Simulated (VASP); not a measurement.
Wanted: the native input for a VASP 6.6.1 run.

```
Task                   : single point
Functional             : PBE
Potentials or basis    : VASP PAW PBE potentials, release 64 (Gd, N)
Cutoff                 : 520 eV
k mesh                 : 10 × 10 × 10
Occupations            : gaussian, width 0.05 eV
Spin                   : collinear spin, ferromagnetic start
Starting moments       : [0.5, 0.0] μB
Hubbard terms          : Gd f U = 6.0 eV
Dipole correction      : no
Further INCAR settings : ALGO = Normal; EDIFF = 1e-06; NBANDS = 22
```

The structure of GdN lies in POSCAR:

```
GdN
1.0
    0.0000000000      2.5011167844      2.5011167844
    2.5011167844      0.0000000000      2.5011167844
    2.5011167844      2.5011167844      0.0000000000
Gd N
1 1
Direct
    0.5000000000      0.5000000000      0.5000000000
    0.0000000000      0.0000000000      0.0000000000
```

These files were run (other wordings do the same):

INCAR

```
SYSTEM = GdN
  ALGO = Normal
  EDIFF = 1E-6
  ENCUT = 520
  GGA = PE
  ISIF = 2
  ISMEAR = 0
  ISPIN = 2
  LASPH = .TRUE.
  LCHARG = .FALSE.
  LDAU = .TRUE.
  LDAUJ = 0 0
  LDAUL = 3 -1
  LDAUPRINT = 1
  LDAUTYPE = 2
  LDAUU = 6 0
  LMAXMIX = 6
  LORBIT = 11
  LREAL = .FALSE.
  LWAVE = .FALSE.
  MAGMOM = 0.5 0
  NBANDS = 22
  NELM = 150
  PREC = Accurate
  SIGMA = 0.05
```

KPOINTS

```
k-points
0
G
  10 10 10
  0 0 0
```

Potentials or basis: VASP PAW PBE potentials, release 64 (Gd, N).

Command:

```sh
$ cat potpaw_PBE.64/Gd/POTCAR potpaw_PBE.64/N/POTCAR > POTCAR
$ mpirun -np 1 vasp_std > vasp.out
```

It gave:

* Pressure: 0.4 GPa
* Band gap on the k mesh: zero (filled and empty bands overlap)
* Net moment: 7.00 μB per cell
* Site moments: Gd +6.87; N -0.11 μB
* Valence electrons inside the program's atomic spheres: Gd 15.21; N 3.63

Caveat: spin-orbit coupling is left out, which moves the levels of the heavy elements; a cell with one magnetic atom can't hold antiferromagnetic order, which such compounds often take.

It took 7.5 min on 1 thread of Intel(R) Xeon(R) Platinum 8259CL CPU @ 2.50GHz (Skylake/Cascade Lake), on a shared host, peak memory 0.23 GiB.
